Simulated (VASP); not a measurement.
Set up this calculation in VASP 6.6.1, as the native input.

```yaml
Task: single point
Functional: PBE
Potentials_or_basis: VASP PAW PBE potentials, release 64 (Cr_pv, O)
Cutoff: 520 eV
k_mesh: 10 × 10 × 10
Occupations: fermi-dirac, width 0.05 eV
Spin: collinear spin, ferromagnetic start
Starting_moments: "[4.5, 0.0, 0.0] μB"
Dipole_correction: no
Further_INCAR_settings: ALGO = Normal; EDIFF = 1e-06; NBANDS = 23
```

The structure of CrO2 lies in POSCAR:

```
CrO2
1.0
    1.4899679969      0.8602334241      4.7899538005
   -1.4899679969      0.8602334241      4.7899538005
    0.0000000000     -1.7204668482      4.7899538005
Cr O
1 2
Direct
    0.5000000000      0.5000000000      0.5000000000
    0.2309180000      0.2309180000      0.2309180000
    0.7690820000      0.7690820000      0.7690820000
```

These files were run (other wordings do the same):

INCAR

```
  PREC = Accurate
  ENCUT = 520
  EDIFF = 1E-6
  ISMEAR = -1
  SIGMA = 0.05
  LREAL = F
  LASPH = T
  NELM = 150
  ALGO = Normal
  ISIF = 2
  LWAVE = F
  LCHARG = F
  ISPIN = 2
  MAGMOM = 4.5 0 0
  LORBIT = 11
  LMAXMIX = 4
  GGA = PE
  NBANDS = 23
```

KPOINTS

```
Automatic mesh
0
Gamma
  10 10 10
```

Potentials or basis: VASP PAW PBE potentials, release 64 (Cr_pv, O).

Launch:

```sh
$ cat potpaw_PBE.64/Cr_pv/POTCAR potpaw_PBE.64/O/POTCAR > POTCAR
$ mpirun -np 1 vasp_std > vasp.out
```

It gave:

```yaml
Pressure: -7.5 GPa
Largest_force: 0.278 eV/Å
Band_gap_on_the_k_mesh: zero (filled and empty bands overlap)
Net_moment: 2.00 μB per cell
Site_moments: Cr +2.14; O -0.09 μB
Valence_electrons_inside_the_program's_atomic_spheres: Cr 10.72; O 4.98
```

Caveat: the cell stands under tension; an empty level that is flat over the whole mesh can mark a ghost state of the potentials, or a narrow d or f band; a cell with one magnetic atom can't hold antiferromagnetic order, which such compounds often take; semilocal functionals often make such compounds metallic where correlation or magnetic order opens a gap, which also shifts bond lengths.

Run time: 11 min on 1 thread of Intel(R) Xeon(R) Platinum 8488C (Sapphire Rapids) (shared host), peak memory 0.38 GiB.
